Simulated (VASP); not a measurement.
# Cu (Im-3m) in VASP: single point with r2SCAN

Aim: the single point of Cu with r2SCAN.

All numbers are computed with VASP 6.6.1; they aren't measurements. Logs are shortened: lines on timing, memory, paths and dates and some standing lists are left out, and cuts for length are marked.

### Step 1. The cell of the first run

Symmetry: Im-3m, No. 229, cubic system. Conventional cell: a = 2.751 Å, b = 2.751 Å, c = 2.751 Å, α = 90.00°, β = 90.00°, γ = 90.00°. Cu (site symmetry m-3m) has 14 Cu at 2.38 to 2.75 Å within 3.1 Å.

This isn't the form of Cu at room conditions, which is fcc.

### Step 2. Single point, r2SCAN

The input, POSCAR:

```
Cu
1.0
   -1.3757493825      1.3757493825      1.3757493825
    1.3757493825     -1.3757493825      1.3757493825
    1.3757493825      1.3757493825     -1.3757493825
Cu
1
Direct
    0.0000000000      0.0000000000      0.0000000000
```

The input, INCAR.step1:

```
SYSTEM = Cu
  PREC = Accurate
  ENCUT = 900
  ISMEAR = 0
  SIGMA = 0.05
  LREAL = .FALSE.
  LASPH = .TRUE.
  NELM = 120
  NBANDS = 16
  GGA = PE
  ALGO = Normal
  EDIFF = 1E-5
  LWAVE = .TRUE.
  LCHARG = .FALSE.
  GGA_COMPAT = .FALSE.
```

The input, INCAR.step2:

```
SYSTEM = Cu
  PREC = Accurate
  ENCUT = 900
  EDIFF = 1E-6
  ISMEAR = 0
  SIGMA = 0.05
  LREAL = .FALSE.
  LASPH = .TRUE.
  NELM = 120
  ALGO = Normal
  ISIF = 2
  LWAVE = .FALSE.
  LCHARG = .TRUE.
  METAGGA = R2SCAN
  LMIXTAU = .TRUE.
  LELF = .TRUE.
  LVHAR = .TRUE.
  NBANDS = 16
  ISTART = 1
  GGA_COMPAT = .FALSE.
```

The input, KPOINTS:

```
regular mesh
0
G
  11 11 11
  0 0 0
```

Potentials or basis: VASP PAW PBE potentials, release 64 (Cu_sv_GW).

On the command line:

```
$ cat potpaw_PBE.64/Cu_sv_GW/POTCAR > POTCAR
$ cp INCAR.step1 INCAR
$ mpirun -np 1 vasp_std > vasp.out
$ cp INCAR.step2 INCAR
$ mpirun -np 1 vasp_std > vasp.out
```

OUTCAR:

```text
SYSTEM = Cu
   PREC = Accurate
   ENCUT = 900
   EDIFF = 1E-6
   ISMEAR = 0
   LREAL = .FALSE.
   LASPH = .TRUE.
   NELM = 120
   ISIF = 2
   METAGGA = R2SCAN
   ISTART = 1

 ion  position               nearest neighbor table
   1  0.000  0.000  0.000-

  LATTYP: Found a body centered cubic cell.
 ALAT       =     2.7514987650

  Lattice vectors:

 A1 = (  -1.3757493825,   1.3757493825,   1.3757493825)
 A2 = (   1.3757493825,  -1.3757493825,   1.3757493825)
 A3 = (   1.3757493825,   1.3757493825,  -1.3757493825)

Analysis of symmetry for initial positions (statically):
=====================================================================
 Subroutine PRICEL returns:
 Original cell was already a primitive cell.

 Routine SETGRP: Setting up the symmetry group for a
 body centered cubic supercell.

 Subroutine GETGRP returns: Found 48 space group operations
 (whereof 48 operations were pure point group operations)
 out of a pool of 48 trial point group operations.

The static configuration has the point symmetry O_h .

Analysis of symmetry for dynamics (positions and initial velocities):
=====================================================================
 Subroutine PRICEL returns:
 Original cell was already a primitive cell.

 Routine SETGRP: Setting up the symmetry group for a
 body centered cubic supercell.

 Subroutine GETGRP returns: Found 48 space group operations
 (whereof 48 operations were pure point group operations)
 out of a pool of 48 trial point group operations.

The dynamic configuration has the point symmetry O_h .

 Subroutine INISYM returns: Found 48 space group operations
 (whereof 48 operations are pure point group operations),
 and found     1 'primitive' translations

----------------------------------------------------------------------------------------

                                     Primitive cell

  volume of cell :      10.4154

  direct lattice vectors                    reciprocal lattice vectors
    -1.375749383  1.375749383  1.375749383     0.000000000  0.363438288  0.363438288
     1.375749383 -1.375749383  1.375749383     0.363438288  0.000000000  0.363438288
     1.375749383  1.375749383 -1.375749383     0.363438288  0.363438288  0.000000000

  length of vectors
     2.382867829  2.382867829  2.382867829     0.513979356  0.513979356  0.513979356

  position of ions in fractional coordinates (direct lattice)
     0.000000000  0.000000000  0.000000000

  ion indices of the primitive-cell ions
   primitive index   ion index
                 1           1

----------------------------------------------------------------------------------------

 KPOINTS: regular mesh

Automatic generation of k-mesh.
 Grid dimensions read from file:
 generate k-points for:   11   11   11

 Generating k-lattice:

  Cartesian coordinates                     Fractional coordinates (reciprocal lattice)
     0.000000000  0.033039844  0.033039844     0.090909091  0.000000000  0.000000000
     0.033039844  0.000000000  0.033039844     0.000000000  0.090909091  0.000000000
     0.033039844  0.033039844  0.000000000     0.000000000  0.000000000  0.090909091

  Length of vectors
     0.046725396  0.046725396  0.046725396

  Shift w.r.t. Gamma in fractional coordinates (k-lattice)
     0.000000000  0.000000000  0.000000000

 Subroutine IBZKPT returns following result:
 ===========================================

 Found     56 irreducible k-points:

 Following reciprocal coordinates:
            Coordinates               Weight
  0.000000  0.000000  0.000000      1.000000
  0.090909  0.000000  0.000000     12.000000
  0.181818  0.000000  0.000000     12.000000
  0.272727  0.000000  0.000000     12.000000
  0.363636  0.000000  0.000000     12.000000
  0.454545  0.000000  0.000000     12.000000
[... 16 lines left out ...]
  0.272727  0.181818  0.090909     48.000000
  0.363636  0.181818  0.090909     24.000000
 [... further k-points ...]
   k-points           NKPTS =     56   k-points in BZ     NKDIM =     56   number of bands    NBANDS=     16
   number of dos      NEDOS =    301   number of ions     NIONS =      1
   total plane-waves  NPLWV =  13824
   dimension x,y,z NGX =    24 NGY =   24 NGZ =   24
   dimension x,y,z NGXF=    48 NGYF=   48 NGZF=   48
   ions per type =               1
   NGX,Y,Z   is equivalent  to a cutoff of  16.74, 16.74, 16.74 a.u.
   NGXF,Y,Z  is equivalent  to a cutoff of  33.49, 33.49, 33.49 a.u.
 SYSTEM =  Cu
   PREC   = accura    normal or accurate (medium, high low for compatibility)
   ISTART =      1    job   : 0-new  1-cont  2-samecut
   ICHARG =      0    charge: 1-file 2-atom 10-const
   ISPIN  =      1    spin polarized calculation?
   LNONCOLLINEAR =      F non collinear calculations
   LSORBIT =      F    spin-orbit coupling
   LASPH  =      T    aspherical Exc in radial PAW
   ENCUT  =  900.0 eV  66.15 Ry    8.13 a.u.   5.83  5.83  5.83*2*pi/ulx,y,z
   NELM   =    120;   NELMIN=  2; NELMDL=  0     # of ELM steps
   EDIFF  = 0.1E-05   stopping-criterion for ELM
   LREAL  =      F    real-space projection
   EDIFFG = 0.1E-04   stopping-criterion for IOM
   NSW    =      0    number of steps for IOM
   IBRION =     -1    ionic relax: 0-MD 1-quasi-New 2-CG
   NFREE  =      0    steps in history (QN), initial steepest desc. (CG)
   ISIF   =      2    stress and relaxation
   ISYM   =      2    0-nonsym 1-usesym 2-fastsym
   POTIM  = 0.5000    time-step for ionic-motion
   TEBEG  =    0.0;   TEEND  =   0.0 temperature during run
   PSTRESS=    0.0 pullay stress
   NELECT =      19.0000    total number of electrons
   NUPDOWN=      -1.0000    fix difference up-down
   EMIN   =  10.00;   EMAX   =-10.00  energy-range for DOS
   EFERMI =   0.00;   METHOD = LEGACY
   ISMEAR =     0;   SIGMA  =   0.05  broadening in eV -4-tet -1-fermi 0-gaus
   EFERMI_NEDOS =   21; number of points for ismear=-14 and -15
   IALGO  =     38    algorithm
   IMIX   =      4    mixing-type and parameters
     AMIX     =   0.40;   BMIX     =  1.00
     AMIX_MAG =   1.60;   BMIX_MAG =  1.00
  volume/ion in A,a.u.               =      10.42        70.29
  Fermi-wavevector in a.u.,A,eV,Ry     =   2.000323  3.780062 54.440862  4.001290
  Thomas-Fermi vector in A             =   3.015810
   LORBIT       =      0    0 simple, 1 ext, 2 COOP (PROOUT), +10 PAW based schemes
   METAGGA = R2SCAN    functional components
   LHFCALC =     F    Hartree Fock is set to
   AEXX    =    0.0000 exact exchange contribution
   IVDW    =     0    specifies the selected vdW correction
   LEPSILON=     F    determine dielectric tensor
   LRPA    =     F    only Hartree local field effects (RPA)
 non-spin polarized calculation
 Gauss-broadening in eV      SIGMA  =   0.05
  energy-cutoff  :      900.00
  volume of cell :       10.42
 maximum number of plane-waves:       652
   NGX = 11   NGY = 11   NGZ = 11

 number of electron      18.9999990 magnetization

 Free energy of the ion-electron system (eV)
  ---------------------------------------------------
  ext. energy  EPLUGINS =         0.00000000
  ---------------------------------------------------
  free energy    TOTEN  =       -10.82070186 eV

  energy without entropy =      -10.81968987  energy(sigma->0) =      -10.82019587

 E-fermi :   8.9732     XC(G=0): -15.4189

 val. band max:        8.9686445698   @ k =  -0.3636   0.4545   0.0909
 cond. band min:       9.0857752334   @ k =  -0.2727   0.4545   0.0909
 fundamental gap:      0.1171306636
 Fermi energy:         8.9732408215

 k-point     1 :       0.0000    0.0000    0.0000
  band No.  band energies     occupation
      1    -107.7763      2.00000
      2     -63.5054      2.00000
      3     -63.5054      2.00000
      4     -63.5054      2.00000
      5      -1.7258      2.00000
      6       5.3982      2.00000
[... 8 lines left out ...]
     15      41.1651      0.00000
     16      41.9671      0.00000

 k-point     2 :       0.0909    0.0000    0.0000
  band No.  band energies     occupation
      1    -107.7741      2.00000
      2     -63.5201      2.00000
      3     -63.5106      2.00000
      4     -63.5054      2.00000
      5      -1.3664      2.00000
      6       5.3236      2.00000
[... 8 lines left out ...]
     15      39.1837      0.00000
     16      39.6472      0.00000

 k-point     3 :       0.1818    0.0000    0.0000
  band No.  band energies     occupation
      1    -107.7681      2.00000
      2     -63.5592      2.00000
      3     -63.5243      2.00000
      4     -63.5051      2.00000
      5      -0.3305      2.00000
      6       5.1264      2.00000
[... 8 lines left out ...]
     15      37.7231      0.00000
     16      40.3791      0.00000

 k-point     4 :       0.2727    0.0000    0.0000
  band No.  band energies     occupation
      1    -107.7601      2.00000
      2     -63.6102      2.00000
      3     -63.5423      2.00000
      4     -63.5048      2.00000
      5       1.1909      2.00000
      6       4.8744      2.00000
[... 8 lines left out ...]
     15      36.9600      0.00000
     16      42.4516      0.00000
[... 324 lines left out ...]
 k-point    22 :       0.1818    0.1818    0.0909
  band No.  band energies     occupation
      1    -107.7524      2.00000
      2     -63.6463      2.00000
      3     -63.5510      2.00000
      4     -63.5281      2.00000
      5       3.1416      2.00000
      6       4.6051      2.00000
[... 8 lines left out ...]
     15      43.8844      0.00000
     16      45.6382      0.00000

 k-point    23 :       0.2727    0.1818    0.0909
  band No.  band energies     occupation
      1    -107.7482      2.00000
      2     -63.6546      2.00000
      3     -63.5756      2.00000
      4     -63.5319      2.00000
      5       3.8194      2.00000
      6       4.4709      2.00000
[... 8 lines left out ...]
     15      44.9743      0.00000
     16      46.4429      0.00000

 k-point    24 :       0.3636    0.1818    0.0909
  band No.  band energies     occupation
      1    -107.7467      2.00000
      2     -63.6545      2.00000
      3     -63.5884      2.00000
      4     -63.5329      2.00000
      5       3.8578      2.00000
      6       4.4292      2.00000
[... 8 lines left out ...]
     15      45.9573      0.00000
     16      46.1551      0.00000

 [... further k-points ...]

------------------------ aborting loop because EDIFF is reached ----------------------------------------

  FORCE on cell =-STRESS in cart. coord.  units (eV):
  Direction    XX          YY          ZZ          XY          YZ          ZX
  --------------------------------------------------------------------------------------
  -------------------------------------------------------------------------------------
  Total        1.2224579      1.2224579      1.2224579     -0.0000000     -0.0000000      0.0000000
  in kB      188.0470440    188.0470440    188.0470440     -0.0000000     -0.0000000      0.0000000
  external PRESSURE =     188.0470440 kB  Pullay stress =       0.0000000 kB

 VOLUME and BASIS-vectors are now :
 -----------------------------------------------------------------------------
  energy-cutoff  :      900.00
  volume of cell :       10.42
      direct lattice vectors                 reciprocal lattice vectors
    -1.375749383  1.375749383  1.375749383     0.000000000  0.363438288  0.363438288
     1.375749383 -1.375749383  1.375749383     0.363438288  0.000000000  0.363438288
     1.375749383  1.375749383 -1.375749383     0.363438288  0.363438288  0.000000000

 POSITION                                       TOTAL-FORCE (eV/Angst)
 -----------------------------------------------------------------------------------
      0.00000      0.00000      0.00000         0.000000      0.000000      0.000000
 -----------------------------------------------------------------------------------
    total drift:                               -0.000000      0.000000      0.000000

  FREE ENERGIE OF THE ION-ELECTRON SYSTEM (eV)
  ---------------------------------------------------
  free  energy   TOTEN  =       -10.8207018626 eV

  energy  without entropy=      -10.8196898742  energy(sigma->0) =      -10.82019587
```

Wall time 29 s (1 thread of Intel Xeon 6975P-C (Granite Rapids), shared host); peak memory 0.17 GiB.

What came out:

```yaml
Free_energy: -10.8207 eV
Pressure: 18.8 GPa
Band_gap_on_the_k_mesh: zero (an odd number of electrons rules out a gap without spin polarisation)
```

Levels at points of the mesh, in eV from the Fermi level:
| k point | band 6 | band 7 | band 8 | band 9 | band 10 | band 11 | band 12 | band 13 | band 14 | band 15 |
| --- | --- | --- | --- | --- | --- | --- | --- | --- | --- | --- |
| (0.00, 0.00, 0.00) | -3.58 | -3.58 | -3.58 | -2.35 | -2.35 | 27.37 | 27.37 | 27.37 | 32.19 | 32.19 |

Caveat: the cell stands under pressure; the PAW data sets were made with another functional, which shifts forces and pressure a little.

The gap in the log of VASP goes by the Fermi energy; the results here count the filled bands.